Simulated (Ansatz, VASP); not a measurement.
One calculation of TiSi2, two programs

The input INCAR:

```
ALGO = Normal
EDIFF = 1E-6
ENCUT = 520
GGA = PS
ISIF = 2
ISMEAR = 0
LASPH = T
LCHARG = F
LREAL = F
LWAVE = F
NBANDS = 29
NELM = 80
PREC = Accurate
SIGMA = 0.15
```

Contents of KPOINTS:

```
k-points
0
Gamma
  14 14 14
```

File POSCAR:

```
TiSi2
1.0
    0.0000000000      3.7637763917      3.9082032985
    2.1904077985      0.0000000000      3.9082032985
    2.1904077985      3.7637763917      0.0000000000
Ti Si
2 4
Direct
    0.7500000000      0.7500000000      0.7500000000
    0.5000000000      0.5000000000      0.5000000000
    0.0861670624      0.4138329376      0.0861670624
    0.4138329376      0.0861670624      0.4138329376
    0.1638329376      0.8361670624      0.1638329376
    0.8361670624      0.1638329376      0.8361670624
```

Input for Ansatz:

```yaml
crystal:
  lattice:
    - [0.0, 3.7637763917, 3.9082032985]
    - [2.1904077985, 0.0, 3.9082032985]
    - [2.1904077985, 3.7637763917, 0.0]
  atoms:
    - { symbol: Ti, position: [0.75, 0.75, 0.75] }
    - { symbol: Ti, position: [0.5, 0.5, 0.5] }
    - { symbol: Si, position: [0.0861670624, 0.4138329376, 0.0861670624] }
    - { symbol: Si, position: [0.4138329376, 0.0861670624, 0.4138329376] }
    - { symbol: Si, position: [0.1638329376, 0.8361670624, 0.1638329376] }
    - { symbol: Si, position: [0.8361670624, 0.1638329376, 0.8361670624] }
basis:
  ecutwfc: 420
kpoints:
  mp_grid: { grid: [14, 14, 14] }
hamiltonian:
  xc: pbesol
scf:
  occupations: { method: gaussian, width: 0.15 }
output:
  forces: true
  stress: true
  eigenvalues: true
```

Change from the starting cell: strain -0.080 along x and y, -0.080 along z, atoms carried along.

Alike in both runs: task single point; functional PBEsol; k mesh 14 × 14 × 14; occupations gaussian, width 0.15 eV; no spin polarisation.

```csv
,VASP,Ansatz
version,VASP 6.6.1,Ansatz 0.2.0
potentials or method,"VASP PAW PBE potentials, release 64 (Ti_sv, Si), cutoff 520 eV","scalar-relativistic, plane waves, PAW"
valence electrons in the cell,40,40
```

Ansatz gave:

```
gap on the k mesh at the Fermi level (eV)                     : none
pressure (GPa)                                                : 65.1
traceless stress, the component that is largest in VASP (GPa) : 10.83
rms of the force components (eV/Å)                            : 0.077
```

**Question.** Which values does VASP return?

**Answer.** gap on the k mesh at the Fermi level (eV): none; pressure (GPa): 65.2; traceless stress, the component that is largest in VASP (GPa): 10.89; rms of the force components (eV/Å): 0.079.

VASP's potentials were made for PBE, not for PBEsol. Atom by atom the forces differ by 0.002 eV/Å (rms over components). A gap of «none» marks a metal or a gap that the smearing closes. Both programs put the cell under a high pressure, so it lies far from rest at this level. With one functional, cell and mesh, what is left measures potentials, basis and numerics.

Noted on VASP's run: the cell as given lies far from equilibrium.
